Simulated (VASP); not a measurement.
The system is Hf3Au.

```xyz
4
Lattice="4.3507 0.0000 0.0000 0.0000 4.3507 0.0000 0.0000 0.0000 4.3507" Properties=species:S:1:pos:R:3 pbc="T T T"
Hf    2.1753    0.0000    0.0000
Hf    0.0000    2.1753    0.0000
Hf    0.0000    0.0000    2.1753
Au    2.1753    2.1753    2.1753
```

| Quantity | Value |
| --- | --- |
| Program | VASP 6.6.1 |
| Task | relaxation of cell and atoms |
| Functional | LDA |
| Potentials or basis | VASP PAW LDA potentials, release 64 (Hf_pv, Au) |
| Cutoff | 600 eV |
| k mesh | 5 × 5 × 5 |
| Occupations | fermi-dirac, width 0.05 eV |
| Spin | no spin polarisation |

At the start: pressure -9.7 GPa; volume 20.59 Å³/atom.

**Question.** How do energy, volume and symmetry change on relaxing?

**Answer.** Over 4 steps the energy falls by 52.1 meV/atom and the volume is 18.99 Å³/atom (-7.8 %); space group Pm-3m (No. 221, to 0.05 Å).

The path:
| step | energy change (eV) | largest force (eV/Å) | pressure (GPa) | volume (Å³) |
| --- | --- | --- | --- | --- |
| 1 | 0.0000 | 0.0000 | -9.69 | 82.35 |
| 2 | 0.1988 | 0.0000 | 19.00 | 68.38 |
| 3 | -0.2083 | 0.0000 | -0.29 | 76.10 |
| 4 | -0.2085 | 0.0000 | -0.04 | 75.97 |

Final structure:
```
Hf Au
1.0
     4.23519    0.00000    0.00000
     0.00000    4.23519    0.00000
     0.00000    0.00000    4.23519
Hf Au
3 1
Direct
  0.50000 0.00000 0.00000
  0.00000 0.50000 0.00000
  0.00000 0.00000 0.50000
  0.50000 0.50000 0.50000
```
